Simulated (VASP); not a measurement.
Input of a VASP 6.6.1 run:

The input INCAR:

```
SYSTEM = Si2W
ALGO = Normal
EDIFF = 1E-8
ENCUT = 520
GGA = PS
IBRION = 8
ISIF = 2
ISMEAR = -1
LASPH = .True.
LCHARG = .True.
LREAL = .False.
LWAVE = .False.
NBANDS = 18
NELM = 80
NSW = 1
PREC = Accurate
SIGMA = 0.05
```

The input KPOINTS:

```
k-points
0
Gamma
  10 10 10
  0 0 0
```

Contents of POSCAR:

```
Si2W
1.0
   -1.6069000000      1.6069000000      3.9149500000
    1.6069000000     -1.6069000000      3.9149500000
    1.6069000000      1.6069000000     -3.9149500000
W Si
1 2
Direct
    0.0000000000      0.0000000000      0.0000000000
    0.6653000000      0.6653000000      0.0000000000
    0.3347000000      0.3347000000      0.0000000000
```

Potentials or basis: VASP PAW PBE potentials, release 64 (W_sv, Si).

The run is started by

```sh
$ cat potpaw_PBE.64/W_sv/POTCAR potpaw_PBE.64/Si/POTCAR > POTCAR
$ mpirun -np 1 vasp_std > vasp.out
```

(1) Predict the highest phonon frequency at Γ, LO-TO splitting left out.

Results:

(1) 435 cm⁻¹.

Caveat: the cell wasn't relaxed at this level first, which shifts response properties.
